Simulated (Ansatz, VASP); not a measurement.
PbS in VASP and in Ansatz

```xyz
4
Lattice="2.0518 -5.9103 0.0000 2.0518 5.9103 0.0000 0.0000 0.0000 4.2215" Properties=species:S:1:pos:R:3 pbc="T T T"
Pb    2.0518   -4.3670    3.1661
Pb    2.0518    4.3670    1.0554
S     2.0518   -1.7164    3.1661
S     2.0518    1.7164    1.0554
```

Alike in both runs: task single point; functional r2SCAN; k mesh 4 × 4 × 4; occupations fermi-dirac, width 0.02 eV; no spin polarisation.

```csv
,VASP,Ansatz
version,VASP 6.6.1,Ansatz 0.2.0
potentials or method,"VASP PAW PBE potentials, release 64 (Pb_d, S), cutoff 520 eV","plane waves, PAW"
valence electrons in the cell,40,40
```

Ansatz gave:

- pressure (GPa): 2.4
- traceless stress, the component that is largest in VASP (GPa): -0.23

**Question.** Which values does VASP return?

**Answer.** Pressure (GPa): 2.4; traceless stress, the component that is largest in VASP (GPa): -0.24.

VASP's potentials were made for PBE, not for r2SCAN. The functional is the same, so the differences come from potentials, cutoffs and numerics.

Neither program's run includes spin-orbit coupling.
